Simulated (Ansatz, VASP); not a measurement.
## Two plane-wave programs on Ge

The input INCAR:

```
PREC     = Accurate       # precision mode
ENCUT    = 500            # plane-wave cutoff, eV
EDIFF    = 1E-7           # SCF threshold, eV
ISMEAR   = 0              # smearing method
SIGMA    = 0.1            # smearing width, eV
LREAL    = F              # projectors in reciprocal space
LASPH    = T              # aspherical terms in the spheres
NELM     = 120            # most SCF steps
ALGO     = Normal         # electronic algorithm
ISIF     = 3              # what is computed and relaxed
LWAVE    = F              # write WAVECAR
LCHARG   = F              # write CHGCAR
GGA      = PS             # functional
IBRION   = 2              # ionic algorithm
NSW      = 100            # ionic steps
EDIFFG   = -0.005         # ionic threshold
GGA_COMPAT= F            
NELMIN   = 4
```

Contents of KPOINTS:

```
regular mesh
0
Gamma
  12 12 12
```

The input POSCAR:

```
Ge
1.0
    0.0000000000      2.8378582421      2.8378582421
    2.8378582421      0.0000000000      2.8378582421
    2.8378582421      2.8378582421      0.0000000000
Ge
2
Direct
    0.0000000000      0.0000000000      0.0000000000
    0.2500000000      0.2500000000      0.2500000000
```

Input for Ansatz:

```yaml
crystal:
  lattice:
    - [0.0, 2.8378582441, 2.8378582441]
    - [2.8378582441, 0.0, 2.8378582441]
    - [2.8378582441, 2.8378582441, 0.0]
  atoms:
    - { symbol: Ge, position: [0.0, 0.0, 0.0] }
    - { symbol: Ge, position: [0.25, 0.25, 0.25] }
basis:
  ecutwfc: 420
kpoints:
  mp_grid: { grid: [12, 12, 12] }
hamiltonian:
  xc: pbesol
scf:
  occupations: { method: gaussian, width: 0.1 }
output:
  forces: true
  stress: true
  eigenvalues: true
  write_density: true
  write_potential: true
  elf: true
  volumetric_format: npy
relax:
  adjacent_minimum: "off"
  f_tol: 0.005
  max_steps: 80
  cell: { stress_tol: 0.05 }
```

Alike in both runs: task relaxation of cell and atoms; functional PBEsol; k mesh 12 × 12 × 12; occupations gaussian, width 0.1 eV; no spin polarisation.

```csv
,VASP,Ansatz
version,VASP 6.6.1,Ansatz 0.2.0
potentials or method,"VASP PAW PBE potentials, release 64 (Ge_d), cutoff 500 eV","scalar-relativistic, plane waves, PAW"
valence electrons in the cell,28,28
```

|  | VASP | Ansatz | Ansatz less VASP |
| --- | --- | --- | --- |
| gap on the k mesh at the Fermi level, each at its own relaxed structure (eV) | none | none | - |
| relaxed volume (Å³/atom) | 22.81 | 22.85 | +0.042 |
| relaxed cell length with the largest relative difference (Å) | 4.011 | 4.013 | +0.0024 |

VASP's potentials were made for PBE, not for PBEsol. A gap of «none» marks a metal or a gap that the smearing closes.
